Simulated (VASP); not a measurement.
# In3Cu (Pm-3m) in VASP: further runs

The runs below take In3Cu through single point, with PBE, revPBE.

All numbers are computed with VASP 6.6.1; they aren't measurements. Logs are shortened: lines on timing, memory, paths and dates and some standing lists are left out, and cuts for length are marked.

### Step 1. The cell of the first run

It takes space group Pm-3m (No. 221, cubic). Conventional cell: a = 4.483 Å, b = 4.483 Å, c = 4.483 Å, α = 90.00°, β = 90.00°, γ = 90.00°. In (site symmetry 4/mmm) has 8 In at 3.17 Å and 4 Cu at 3.17 Å within 4.2 Å. Within 4.2 Å of Cu (site symmetry m-3m) lie 12 In at 3.17 Å.

### Step 2. Single point, PBE, collinear spin, ferromagnetic start

INCAR reads:

```
SYSTEM = In3Cu
ALGO = Normal
EDIFF = 1E-6
ENCUT = 600
GGA = PE
GGA_COMPAT = .FALSE.
ISIF = 2
ISMEAR = 0
ISPIN = 2
LASPH = .TRUE.
LCHARG = .FALSE.
LMAXMIX = 4
LORBIT = 11
LREAL = .FALSE.
LWAVE = .FALSE.
MAGMOM = 0.48 0.48 0.48 0.34
NBANDS = 37
NELM = 200
PREC = Accurate
SIGMA = 0.1
```

KPOINTS reads:

```
k-points
0
G
  1 1 1
  0 0 0
```

POSCAR reads:

```
In3Cu
1.0
    4.4827670000      0.0000000000      0.0000000000
    0.0000000000      4.4827670000      0.0000000000
    0.0000000000      0.0000000000      4.4827670000
In Cu
3 1
Direct
    0.0000000000      0.5000000000      0.5000000000
    0.5000000000      0.0000000000      0.5000000000
    0.5000000000      0.5000000000      0.0000000000
    0.0000000000      0.0000000000      0.0000000000
```

Potentials or basis: VASP PAW PBE potentials, release 64 (In_d, Cu).

Started as:

```bash
$ cat potpaw_PBE.64/In_d/POTCAR potpaw_PBE.64/Cu/POTCAR > POTCAR
$ mpirun -np 1 vasp_gam > vasp.out
```

OUTCAR:

```text
SYSTEM = In3Cu
   EDIFF = 1E-6
   ENCUT = 600
   GGA = PE
   ISIF = 2
   ISMEAR = 0
   ISPIN = 2
   LASPH = .TRUE.
   LORBIT = 11
   LREAL = .FALSE.
   NELM = 200
   PREC = Accurate

 ion  position               nearest neighbor table
   1  0.000  0.500  0.500-   2 3.17   3 3.17   4 3.17   3 3.17   4 3.17   2 3.17   4 3.17   4 3.17
                             2 3.17   3 3.17   3 3.17   2 3.17
   2  0.500  0.000  0.500-   1 3.17   3 3.17   4 3.17   3 3.17   4 3.17   1 3.17   3 3.17   3 3.17
                             1 3.17   4 3.17   4 3.17   1 3.17
   3  0.500  0.500  0.000-   1 3.17   2 3.17   4 3.17   1 3.17   2 3.17   2 3.17   4 3.17   2 3.17
                             1 3.17   4 3.17   1 3.17   4 3.17
   4  0.000  0.000  0.000-   1 3.17   2 3.17   3 3.17   1 3.17   2 3.17   1 3.17   3 3.17   1 3.17
                             2 3.17   3 3.17   2 3.17   3 3.17

  LATTYP: Found a simple cubic cell.
 ALAT       =     4.4827670000

  Lattice vectors:

 A1 = (   4.4827670000,   0.0000000000,   0.0000000000)
 A2 = (   0.0000000000,   4.4827670000,   0.0000000000)
 A3 = (   0.0000000000,   0.0000000000,   4.4827670000)

Analysis of symmetry for initial positions (statically):
=====================================================================
 Subroutine PRICEL returns:
 Original cell was already a primitive cell.

 Routine SETGRP: Setting up the symmetry group for a
 simple cubic supercell.

 Subroutine GETGRP returns: Found 48 space group operations
 (whereof 48 operations were pure point group operations)
 out of a pool of 48 trial point group operations.

The static configuration has the point symmetry O_h .

Analysis of symmetry for dynamics (positions and initial velocities):
=====================================================================
 Subroutine PRICEL returns:
 Original cell was already a primitive cell.

 Routine SETGRP: Setting up the symmetry group for a
 simple cubic supercell.

 Subroutine GETGRP returns: Found 48 space group operations
 (whereof 48 operations were pure point group operations)
 out of a pool of 48 trial point group operations.

The dynamic configuration has the point symmetry O_h .

Analysis of structural, dynamic, and magnetic symmetry:
=====================================================================
 Subroutine PRICEL returns:
 Original cell was already a primitive cell.

 Routine SETGRP: Setting up the symmetry group for a
 simple cubic supercell.

 Subroutine GETGRP returns: Found 48 space group operations
 (whereof 48 operations were pure point group operations)
 out of a pool of 48 trial point group operations.

The overall configuration has the point symmetry O_h .

 Subroutine INISYM returns: Found 48 space group operations
 (whereof 48 operations are pure point group operations),
 and found     1 'primitive' translations

----------------------------------------------------------------------------------------

                                     Primitive cell

  volume of cell :      90.0821

  direct lattice vectors                    reciprocal lattice vectors
     4.482767000  0.000000000  0.000000000     0.223076506  0.000000000  0.000000000
     0.000000000  4.482767000  0.000000000     0.000000000  0.223076506  0.000000000
     0.000000000  0.000000000  4.482767000     0.000000000  0.000000000  0.223076506

  length of vectors
     4.482767000  4.482767000  4.482767000     0.223076506  0.223076506  0.223076506

  position of ions in fractional coordinates (direct lattice)
     0.000000000  0.500000000  0.500000000
     0.500000000  0.000000000  0.500000000
     0.500000000  0.500000000  0.000000000
     0.000000000  0.000000000  0.000000000

  ion indices of the primitive-cell ions
   primitive index   ion index
                 1           1
                 2           2
                 3           3
                 4           4

----------------------------------------------------------------------------------------

 KPOINTS: k-points

Automatic generation of k-mesh.
 Grid dimensions read from file:
 generate k-points for:    1    1    1

 Generating k-lattice:

  Cartesian coordinates                     Fractional coordinates (reciprocal lattice)
     0.223076506  0.000000000  0.000000000     1.000000000  0.000000000  0.000000000
     0.000000000  0.223076506  0.000000000     0.000000000  1.000000000  0.000000000
     0.000000000  0.000000000  0.223076506     0.000000000  0.000000000  1.000000000

  Length of vectors
     0.223076506  0.223076506  0.223076506

  Shift w.r.t. Gamma in fractional coordinates (k-lattice)
     0.000000000  0.000000000  0.000000000

 Subroutine IBZKPT returns following result:
 ===========================================

 Found      1 irreducible k-points:

 Following reciprocal coordinates:
            Coordinates               Weight
  0.000000  0.000000  0.000000      1.000000
   k-points           NKPTS =      1   k-points in BZ     NKDIM =      1   number of bands    NBANDS=     37
   number of dos      NEDOS =    301   number of ions     NIONS =      4
   total plane-waves  NPLWV =  46656
   dimension x,y,z NGX =    36 NGY =   36 NGZ =   36
   dimension x,y,z NGXF=    72 NGYF=   72 NGZF=   72
   ions per type =               3   1
   NGX,Y,Z   is equivalent  to a cutoff of  13.35, 13.35, 13.35 a.u.
   NGXF,Y,Z  is equivalent  to a cutoff of  26.70, 26.70, 26.70 a.u.
 SYSTEM =  In3Cu
   PREC   = accura    normal or accurate (medium, high low for compatibility)
   ISTART =      0    job   : 0-new  1-cont  2-samecut
   ICHARG =      2    charge: 1-file 2-atom 10-const
   ISPIN  =      2    spin polarized calculation?
   LNONCOLLINEAR =      F non collinear calculations
   LSORBIT =      F    spin-orbit coupling
   LASPH  =      T    aspherical Exc in radial PAW
   ENCUT  =  600.0 eV  44.10 Ry    6.64 a.u.   8.95  8.95  8.95*2*pi/ulx,y,z
   NELM   =    200;   NELMIN=  2; NELMDL= -5     # of ELM steps
   EDIFF  = 0.1E-05   stopping-criterion for ELM
   LREAL  =      F    real-space projection
   EDIFFG = 0.1E-04   stopping-criterion for IOM
   NSW    =      0    number of steps for IOM
   IBRION =     -1    ionic relax: 0-MD 1-quasi-New 2-CG
   NFREE  =      0    steps in history (QN), initial steepest desc. (CG)
   ISIF   =      2    stress and relaxation
   ISYM   =      2    0-nonsym 1-usesym 2-fastsym
   POTIM  = 0.5000    time-step for ionic-motion
   TEBEG  =    0.0;   TEEND  =   0.0 temperature during run
   PSTRESS=    0.0 pullay stress
   NELECT =      50.0000    total number of electrons
   NUPDOWN=      -1.0000    fix difference up-down
   EMIN   =  10.00;   EMAX   =-10.00  energy-range for DOS
   EFERMI =   0.00;   METHOD = LEGACY
   ISMEAR =     0;   SIGMA  =   0.10  broadening in eV -4-tet -1-fermi 0-gaus
   EFERMI_NEDOS =   21; number of points for ismear=-14 and -15
   IALGO  =     38    algorithm
   IMIX   =      4    mixing-type and parameters
     AMIX     =   0.40;   BMIX     =  1.00
     AMIX_MAG =   1.60;   BMIX_MAG =  1.00
  volume/ion in A,a.u.               =      22.52       151.98
  Fermi-wavevector in a.u.,A,eV,Ry     =   1.345402  2.542441 24.627987  1.810106
  Thomas-Fermi vector in A             =   2.473318
   LORBIT       =     11    0 simple, 1 ext, 2 COOP (PROOUT), +10 PAW based schemes
   GGA     = PE    functional components
   LHFCALC =     F    Hartree Fock is set to
   AEXX    =    0.0000 exact exchange contribution
   IVDW    =     0    specifies the selected vdW correction
   LEPSILON=     F    determine dielectric tensor
   LRPA    =     F    only Hartree local field effects (RPA)
 spin polarized calculation
 Gauss-broadening in eV      SIGMA  =   0.10
  energy-cutoff  :      600.00
  volume of cell :       90.08
 maximum number of plane-waves:      1485
 NGX is ok and might be reduce to    36
   NGX = 17   NGY = 17   NGZ = 17

 number of electron      50.0000053 magnetization       1.9999027

 Free energy of the ion-electron system (eV)
  ---------------------------------------------------
  ext. energy  EPLUGINS =         0.00000000
  ---------------------------------------------------
  free energy    TOTEN  =        -4.11163048 eV

  energy without entropy =       -4.11161005  energy(sigma->0) =       -4.11162026

 E-fermi :   6.7341     XC(G=0): -10.6027

 val. band max:        6.4406085955   @ k =   0.0000   0.0000   0.0000
 cond. band min:       7.0276892310   @ k =   0.0000   0.0000   0.0000
 fundamental gap:      0.5870806355
 Fermi energy:         6.7341492876

 spin component 1

 k-point     1 :       0.0000    0.0000    0.0000
  band No.  band energies     occupation
      1      -7.3475      1.00000
      2      -7.2978      1.00000
      3      -7.2978      1.00000
      4      -7.2978      1.00000
      5      -7.0997      1.00000
      6      -7.0997      1.00000
      7      -6.8415      1.00000
      8      -6.8415      1.00000
      9      -6.8415      1.00000
     10      -6.7918      1.00000
     11      -6.7918      1.00000
     12      -6.6264      1.00000
     13      -6.5609      1.00000
     14      -6.5609      1.00000
     15      -6.5609      1.00000
     16      -2.2126      1.00000
     17       3.5104      1.00000
     18       3.5104      1.00000
     19       4.0304      1.00000
     20       4.0304      1.00000
     21       4.0304      1.00000
     22       5.6552      1.00000
     23       5.6552      1.00000
     24       5.6552      1.00000
     25       6.4406      0.99998
     26       6.4406      0.99998
     27       7.8961      0.00000
     28      12.4671      0.00000
     29      12.4671      0.00000
     30      12.4671      0.00000
     31      13.0739      0.00000
     32      13.0739      0.00000
     33      13.0739      0.00000
     34      16.4932      0.00000
     35      16.5027      0.00000
     36      16.5747      0.00000
     37      16.5747      0.00000
 Fermi energy:         6.7341492876

 spin component 2

 k-point     1 :       0.0000    0.0000    0.0000
  band No.  band energies     occupation
      1      -7.1832      1.00000
      2      -7.1459      1.00000
      3      -7.1459      1.00000
      4      -7.1459      1.00000
      5      -6.9028      1.00000
      6      -6.9028      1.00000
      7      -6.6947      1.00000
      8      -6.6947      1.00000
      9      -6.6947      1.00000
     10      -6.6401      1.00000
     11      -6.6401      1.00000
     12      -6.4566      1.00000
     13      -6.4279      1.00000
     14      -6.4279      1.00000
     15      -6.4279      1.00000
     16      -1.8332      1.00000
     17       4.0509      1.00000
     18       4.0509      1.00000
     19       4.2143      1.00000
     20       4.2143      1.00000
     21       4.2143      1.00000
     22       5.9473      1.00000
     23       5.9473      1.00000
     24       5.9473      1.00000
     25       7.0277      0.00002
     26       7.0277      0.00002
     27       7.9331      0.00000
     28      13.0484      0.00000
     29      13.0484      0.00000
     30      13.0484      0.00000
     31      13.2481      0.00000
     32      13.2481      0.00000
     33      13.2481      0.00000
     34      16.6906      0.00000
     35      16.6906      0.00000
     36      16.6906      0.00000
     37      17.0666      0.00000

------------------------ aborting loop because EDIFF is reached ----------------------------------------

  FORCE on cell =-STRESS in cart. coord.  units (eV):
  Direction    XX          YY          ZZ          XY          YZ          ZX
  --------------------------------------------------------------------------------------
  -------------------------------------------------------------------------------------
  Total        1.3836149      1.3836149      1.3836149     -0.0000000     -0.0000000     -0.0000000
  in kB       24.6086228     24.6086228     24.6086228     -0.0000000     -0.0000000     -0.0000000
  external PRESSURE =      24.6086228 kB  Pullay stress =       0.0000000 kB

 VOLUME and BASIS-vectors are now :
 -----------------------------------------------------------------------------
  energy-cutoff  :      600.00
  volume of cell :       90.08
      direct lattice vectors                 reciprocal lattice vectors
     4.482767000  0.000000000  0.000000000     0.223076506  0.000000000  0.000000000
     0.000000000  4.482767000  0.000000000     0.000000000  0.223076506  0.000000000
     0.000000000  0.000000000  4.482767000     0.000000000  0.000000000  0.223076506

 POSITION                                       TOTAL-FORCE (eV/Angst)
 -----------------------------------------------------------------------------------
      0.00000      2.24138      2.24138         0.000000      0.000000      0.000000
      2.24138      0.00000      2.24138         0.000000      0.000000      0.000000
      2.24138      2.24138      0.00000         0.000000      0.000000      0.000000
      0.00000      0.00000      0.00000         0.000000      0.000000      0.000000
 -----------------------------------------------------------------------------------
    total drift:                                0.000000      0.000000      0.000000

  FREE ENERGIE OF THE ION-ELECTRON SYSTEM (eV)
  ---------------------------------------------------
  free  energy   TOTEN  =        -4.1116304793 eV

  energy  without entropy=       -4.1116100476  energy(sigma->0) =       -4.11162026

 total charge

# of ion       s       p       d       tot
------------------------------------------
    1        0.775   0.775   9.833  11.384
    2        0.775   0.775   9.833  11.384
    3        0.775   0.775   9.833  11.384
    4        0.104   0.293   9.223   9.620
--------------------------------------------------
tot          2.430   2.618  38.723  43.771

 magnetization (x)

# of ion       s       p       d       tot
------------------------------------------
    1        0.390   0.015   0.022   0.426
    2        0.390   0.015   0.022   0.426
    3        0.390   0.015   0.022   0.426
    4       -0.005  -0.013   0.329   0.311
--------------------------------------------------
tot          1.166   0.030   0.394   1.590
```

Wall time 13 s (1 thread of Intel Xeon 6975P-C (Granite Rapids), shared host); peak memory 0.22 GiB.

What came out:

- Free energy: -4.1116 eV
- Pressure: 2.5 GPa
- Band gap on the k mesh: 0.59 eV
- Net moment: 2.00 μB per cell
- Site moments: In +0.43; Cu +0.31 μB
- Valence electrons inside the program's atomic spheres: In 11.38; Cu 9.62

Caveat: the k points lie up to 1.40 Å⁻¹ apart; spin-orbit coupling is left out, which moves the levels of the heavy elements. A k mesh can miss the band edges.

### Step 3. Single point, revPBE

INCAR reads:

```
SYSTEM = In3Cu
ALGO     = Normal         ! electronic algorithm
EDIFF    = 1E-6           ! SCF threshold, eV
ENCUT    = 600            ! plane-wave cutoff, eV
GGA      = RE             ! functional
GGA_COMPAT= .False.      
ISIF     = 2              ! what is computed and relaxed
ISMEAR   = 0              ! smearing method
LASPH    = .True.         ! aspherical terms in the spheres
LCHARG   = .False.        ! write CHGCAR
LREAL    = .False.        ! projectors in reciprocal space
LWAVE    = .False.        ! write WAVECAR
NBANDS   = 33             ! bands
NELM     = 120            ! most SCF steps
PREC     = Accurate       ! precision mode
SIGMA    = 0.1            ! smearing width, eV
```

KPOINTS reads:

```
k-points
0
Gamma
  2 2 2
  0 0 0
```

POSCAR is that of step 2.

Potentials or basis: VASP PAW PBE potentials, release 64 (In_d, Cu).

Started as:

```bash
$ cat potpaw_PBE.64/In_d/POTCAR potpaw_PBE.64/Cu/POTCAR > POTCAR
$ mpirun -np 1 vasp_std > vasp.out
```

Run time: 10 s. Hardware: 1 thread of Intel Xeon 6975P-C (Granite Rapids), shared host; peak memory 0.2 GiB.

It converged, with:

```
Free energy            : -8.2522 eV
Pressure               : 6.5 GPa
Band gap on the k mesh : zero (band 25 reaches 10.07 eV, above the bottom of band 26 at 5.77 eV)
```

Levels at points of the mesh, in eV from the Fermi level:
```csv
k point,band 24,band 25,band 26,band 27,band 28,band 29
"(0.00, 0.00, 0.00)",-2.36,-1.24,-1.24,-0.03,4.54,4.54
"(0.50, 0.00, 0.00)",-0.04,-0.04,0.43,0.53,0.53,1.77
"(0.50, 0.50, 0.00)",-2.84,1.81,1.83,2.37,2.37,2.44
"(0.50, 0.50, 0.50)",-3.03,-2.48,-2.48,-2.48,-1.85,9.29
```

Caveat: the k points lie up to 0.70 Å⁻¹ apart; the PAW data sets were made with another functional, which shifts forces and pressure a little; spin-orbit coupling is left out, which moves the levels of the heavy elements.
